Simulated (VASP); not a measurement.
# Re (Fd-3m) in VASP: further runs, part 2 of 2

VASP 6.6.1.

### 5 Relaxation of cell and atoms, PBEsol, target pressure 60 GPa, at which the enthalpy is minimised

File INCAR:

```
ALGO = Normal
EDIFF = 1E-6
EDIFFG = -0.02
ENCUT = 600
GGA = PS
IBRION = 2
ISIF = 3
ISMEAR = -1
LASPH = T
LCHARG = F
LREAL = F
LWAVE = F
NELM = 80
NSW = 80
PREC = Accurate
PSTRESS = 600.0
SIGMA = 0.1
```

File KPOINTS:

```
k-points
0
Gamma
  13 13 13
```

File POSCAR:

```
Re
1.0
    0.0000000000      2.6750000000      2.6750000000
    2.6750000000      0.0000000000      2.6750000000
    2.6750000000      2.6750000000      0.0000000000
Re
2
Direct
    0.0000000000      0.0000000000      0.0000000000
    0.2500000000      0.2500000000      0.2500000000
```

Potentials or basis: VASP PAW PBE potentials, release 64 (Re).

Launch:

```bash
cat potpaw_PBE.64/Re/POTCAR > POTCAR
mpirun -np 1 vasp_std > vasp.out
```

OUTCAR:

```text
EDIFF = 1E-6
   EDIFFG = -0.02
   ENCUT = 600
   GGA = PS
   IBRION = 2
   ISIF = 3
   ISMEAR = -1
   LASPH = T
   LREAL = F
   NELM = 80
   NSW = 80
   PREC = Accurate
   PSTRESS = 600.0

 ion  position               nearest neighbor table
   1  0.000  0.000  0.000-   2 2.32   2 2.32   2 2.32   2 2.32
   2  0.250  0.250  0.250-   1 2.32   1 2.32   1 2.32   1 2.32

  LATTYP: Found a face centered cubic cell.
 ALAT       =     5.3500000000

  Lattice vectors:

 A1 = (   0.0000000000,   2.6750000000,   2.6750000000)
 A2 = (   2.6750000000,   0.0000000000,   2.6750000000)
 A3 = (   2.6750000000,   2.6750000000,   0.0000000000)

Analysis of symmetry for initial positions (statically):
=====================================================================
 Subroutine PRICEL returns:
 Original cell was already a primitive cell.

 Routine SETGRP: Setting up the symmetry group for a
 face centered cubic supercell.

 Subroutine GETGRP returns: Found 48 space group operations
 (whereof 24 operations were pure point group operations)
 out of a pool of 48 trial point group operations.

The static configuration has the point symmetry T_d .
 The point group associated with its full space group is O_h .

Analysis of symmetry for dynamics (positions and initial velocities):
=====================================================================
 Subroutine PRICEL returns:
 Original cell was already a primitive cell.

 Routine SETGRP: Setting up the symmetry group for a
 face centered cubic supercell.

 Subroutine GETGRP returns: Found 48 space group operations
 (whereof 24 operations were pure point group operations)
 out of a pool of 48 trial point group operations.

The dynamic configuration has the point symmetry T_d .
 The point group associated with its full space group is O_h .

 Subroutine INISYM returns: Found 48 space group operations
 (whereof 24 operations are pure point group operations),
 and found     1 'primitive' translations

----------------------------------------------------------------------------------------

                                     Primitive cell

  volume of cell :      38.2826

  direct lattice vectors                    reciprocal lattice vectors
     0.000000000  2.675000000  2.675000000    -0.186915888  0.186915888  0.186915888
     2.675000000  0.000000000  2.675000000     0.186915888 -0.186915888  0.186915888
     2.675000000  2.675000000  0.000000000     0.186915888  0.186915888 -0.186915888

  length of vectors
     3.783021279  3.783021279  3.783021279     0.323747814  0.323747814  0.323747814

  position of ions in fractional coordinates (direct lattice)
     0.000000000  0.000000000  0.000000000
     0.250000000  0.250000000  0.250000000

  ion indices of the primitive-cell ions
   primitive index   ion index
                 1           1
                 2           2

----------------------------------------------------------------------------------------

 KPOINTS: k-points

Automatic generation of k-mesh.
 Grid dimensions read from file:
 generate k-points for:   13   13   13

 Generating k-lattice:

[... 23 lines left out ...]
  0.384615  0.000000  0.000000      8.000000
[... 16 lines left out ...]
  0.384615  0.153846  0.000000     24.000000
  0.461538  0.153846  0.000000     24.000000
 [... further k-points ...]
   k-points           NKPTS =     84   k-points in BZ     NKDIM =     84   number of bands    NBANDS=     11
   number of dos      NEDOS =    301   number of ions     NIONS =      2
   total plane-waves  NPLWV =  27000
   dimension x,y,z NGX =    30 NGY =   30 NGZ =   30
   dimension x,y,z NGXF=    60 NGYF=   60 NGZF=   60
   ions per type =               2
   NGX,Y,Z   is equivalent  to a cutoff of  13.18, 13.18, 13.18 a.u.
   NGXF,Y,Z  is equivalent  to a cutoff of  26.37, 26.37, 26.37 a.u.
 SYSTEM =  unknown system
   PREC   = accura    normal or accurate (medium, high low for compatibility)
   ISTART =      0    job   : 0-new  1-cont  2-samecut
   ICHARG =      2    charge: 1-file 2-atom 10-const
   ISPIN  =      1    spin polarized calculation?
   LNONCOLLINEAR =      F non collinear calculations
   LSORBIT =      F    spin-orbit coupling
   LASPH  =      T    aspherical Exc in radial PAW
   ENCUT  =  600.0 eV  44.10 Ry    6.64 a.u.   7.56  7.56  7.56*2*pi/ulx,y,z
   NELM   =     80;   NELMIN=  2; NELMDL= -5     # of ELM steps
   EDIFF  = 0.1E-05   stopping-criterion for ELM
   LREAL  =      F    real-space projection
   EDIFFG = -.2E-01   stopping-criterion for IOM
   NSW    =     80    number of steps for IOM
   IBRION =      2    ionic relax: 0-MD 1-quasi-New 2-CG
   NFREE  =      1    steps in history (QN), initial steepest desc. (CG)
   ISIF   =      3    stress and relaxation
   ISYM   =      2    0-nonsym 1-usesym 2-fastsym
   POTIM  = 0.5000    time-step for ionic-motion
   TEBEG  =    0.0;   TEEND  =   0.0 temperature during run
   PSTRESS=  600.0 pullay stress
   NELECT =      14.0000    total number of electrons
   NUPDOWN=      -1.0000    fix difference up-down
   EMIN   =  10.00;   EMAX   =-10.00  energy-range for DOS
   EFERMI =   0.00;   METHOD = LEGACY
   ISMEAR =    -1;   SIGMA  =   0.10  broadening in eV -4-tet -1-fermi 0-gaus
   EFERMI_NEDOS =   21; number of points for ismear=-14 and -15
   IALGO  =     38    algorithm
   IMIX   =      4    mixing-type and parameters
     AMIX     =   0.40;   BMIX     =  1.00
     AMIX_MAG =   1.60;   BMIX_MAG =  1.00
  volume/ion in A,a.u.               =      19.14       129.17
  Fermi-wavevector in a.u.,A,eV,Ry     =   1.170713  2.212327 18.647718  1.370569
  Thomas-Fermi vector in A             =   2.307167
   LORBIT       =      0    0 simple, 1 ext, 2 COOP (PROOUT), +10 PAW based schemes
   GGA     = PS    functional components
   LHFCALC =     F    Hartree Fock is set to
   AEXX    =    0.0000 exact exchange contribution
   IVDW    =     0    specifies the selected vdW correction
   LEPSILON=     F    determine dielectric tensor
   LRPA    =     F    only Hartree local field effects (RPA)
 conjugate gradient relaxation of ions
 non-spin polarized calculation
  energy-cutoff  :      600.00
  volume of cell :       38.28
 maximum number of plane-waves:      1303
   NGX = 15   NGY = 15   NGZ = 15

--------------------------------------- Ionic step        1  -------------------------------------------

 number of electron      14.0000000 magnetization

 Free energy of the ion-electron system (eV)
  ---------------------------------------------------
  ext. energy  EPLUGINS =         0.00000000
  ---------------------------------------------------
  free energy    TOTEN  =       -22.81768492 eV

  energy without entropy =      -22.77703357  energy(sigma->0) =      -22.79735924

------------------------ aborting loop because EDIFF is reached ----------------------------------------

  FORCE on cell =-STRESS in cart. coord.  units (eV):
  Direction    XX          YY          ZZ          XY          YZ          ZX
  --------------------------------------------------------------------------------------
  -------------------------------------------------------------------------------------
  Total        7.3130735      7.3130735      7.3130735      0.0000000      0.0000000      0.0000000
  in kB      306.0618257    306.0618257    306.0618257      0.0000000      0.0000000      0.0000000
  external PRESSURE =    -293.9381743 kB  Pullay stress =     600.0000000 kB
[... 25 lines left out ...]
--------------------------------------- Ionic step        2  -------------------------------------------

 number of electron      14.0000000 magnetization

 E-fermi :  12.6100     XC(G=0): -14.9732

 val. band max:       12.5913076006   @ k =  -0.4615   0.3077   0.0000
 cond. band min:      12.6163759578   @ k =  -0.3846   0.3846   0.0000
 fundamental gap:      0.0250683572
 Fermi energy:        12.6100238237

 k-point     1 :       0.0000    0.0000    0.0000
  band No.  band energies     occupation
      1       1.0367      2.00000
      2       3.3732      2.00000
      3       3.3732      2.00000
      4       7.6181      2.00000
      5       7.6181      2.00000
      6       7.6181      2.00000
      7      13.3789      0.00092
      8      13.3789      0.00092
      9      13.3789      0.00092
     10      21.8561      0.00000
     11      21.8561      0.00000
[... 435 lines left out ...]
--------------------------------------- Ionic step        5  -------------------------------------------

 number of electron      13.9999999 magnetization

 Free energy of the ion-electron system (eV)
  ---------------------------------------------------
  ext. energy  EPLUGINS =         0.00000000
  ---------------------------------------------------
  free energy    TOTEN  =       -21.95936280 eV

  energy without entropy =      -21.92015311  energy(sigma->0) =      -21.93975796

 E-fermi :   5.6812     XC(G=0): -12.3711

 val. band max:        5.6678018262   @ k =  -0.3846   0.4615   0.1538
 cond. band min:       5.6971746490   @ k =  -0.3846   0.3077   0.0769
 fundamental gap:      0.0293728228
 Fermi energy:         5.6812495992

 k-point     1 :       0.0000    0.0000    0.0000
  band No.  band energies     occupation
      1      -2.4794      2.00000
      2       1.3345      2.00000
      3       1.3345      2.00000
      4       2.8748      2.00000
      5       2.8748      2.00000
      6       2.8748      2.00000
      7       6.4923      0.00060
      8       6.4923      0.00060
      9       6.4923      0.00060
     10      11.3923      0.00000
     11      11.3923      0.00000
[... 355 lines left out ...]
  energy  without entropy=      -21.9201531132  energy(sigma->0) =      -21.93975796

  enthalpy is  TOTEN    =        -8.7806639011 eV   P V=       13.1786989009

 reached required accuracy - stopping structural energy minimisation
```

OSZICAR:

```text
N       E                     dE             d eps       ncg     rms          rms(c)
DAV:   1     0.409469889742E+02    0.40947E+02   -0.72346E+03  3313   0.157E+03
[... 44 lines left out ...]
   4 F= -.87791421E+01 E0= -.87595041E+01  d E =-.297920E+00
       N       E                     dE             d eps       ncg     rms          rms(c)
DAV:   1    -0.219604286330E+02    0.79726E-01   -0.12913E-01  2026   0.230E+01    0.126E+00
DAV:   2    -0.219596119279E+02    0.81671E-03   -0.33140E-03  2721   0.266E+00    0.434E-01
DAV:   3    -0.219593523755E+02    0.25955E-03   -0.94731E-04  3338   0.105E+00    0.118E-01
DAV:   4    -0.219593631986E+02   -0.10823E-04   -0.28047E-05  2892   0.507E-02    0.753E-03
DAV:   5    -0.219593628020E+02    0.39654E-06   -0.50694E-06  2170   0.108E-01
   5 F= -.87806639E+01 E0= -.87610591E+01  d E =-.299442E+00
```

Run time: 4 min. Hardware: 1 thread of AMD EPYC 7R13, shared host; peak memory 0.18 GiB.

Results:

```yaml
Free_energy: -21.9594 eV
Relaxed_volume: 17.60 Å³/atom
Relaxed_cell: a = 3.678 Å, b = 3.678 Å, c = 3.678 Å, α = 60.00°, β = 60.00°, γ = 60.00°
Space_group_after_relaxing_to_0.1_Å: Fd-3m (No. 227)
Energy_change_on_relaxing_the_run_minimises_the_enthalpy: +429.2 meV/atom
Ionic_steps: 5
Pressure_after_relaxing: 60.1 GPa
Band_gap_on_the_k_mesh: zero (bands 7 and 8 overlap by 1.51 eV)
```

Step by step:
```csv
step,energy change (eV),largest force (eV/Å),pressure (GPa),volume (Å³)
1,0.0000,0.0000,30.61,38.28
2,17.4375,0.0000,441.44,21.94
3,0.5920,0.0000,51.97,35.95
4,0.7775,0.0000,57.62,35.41
5,0.8583,0.0000,60.08,35.19
```

Final structure:
```
CELL_PARAMETERS angstrom
0.00000 2.60096 2.60096
2.60096 0.00000 2.60096
2.60096 2.60096 0.00000
ATOMIC_POSITIONS crystal
Re 0.00000 0.00000 0.00000
Re 0.25000 0.25000 0.25000
```

Levels at points of the mesh, in eV from the Fermi level:
```tsv
k point	band 5	band 6	band 7	band 8	band 9	band 10
(0.00, 0.00, 0.00)	-2.81	-2.81	0.81	0.81	0.81	5.71
```

Caveat: the cell is relaxed towards a set pressure, so the run minimises the enthalpy, not the energy; the PAW data sets were made with another functional, which shifts forces and pressure a little; spin-orbit coupling is left out, which moves the levels of the heavy elements.

### 6 The runs side by side

| cell | gap on the mesh (eV) | pressure (GPa) |
| --- | --- | --- |
| relaxed | none | 0.0 |
| relaxed to 20 GPa | none | 20.0 |
| relaxed to 40 GPa | none | 40.1 |
| relaxed to 60 GPa | none | 60.1 |

Alike in all rows: task relaxation of cell and atoms; level PBEsol; potentials or basis VASP PAW PBE potentials, release 64 (Re); no spin polarisation; k mesh 13 × 13 × 13; cutoff (eV) 600; smearing fermi-dirac 0.1 eV.

Caveats: the PAW data sets were made with another functional, which shifts forces and pressure a little; spin-orbit coupling is left out, which moves the levels of the heavy elements; the cell is relaxed towards a set pressure, so the run minimises the enthalpy, not the energy (at least some runs).

Total energies depend on the potentials used, so only differences within one code and one set of settings carry meaning.
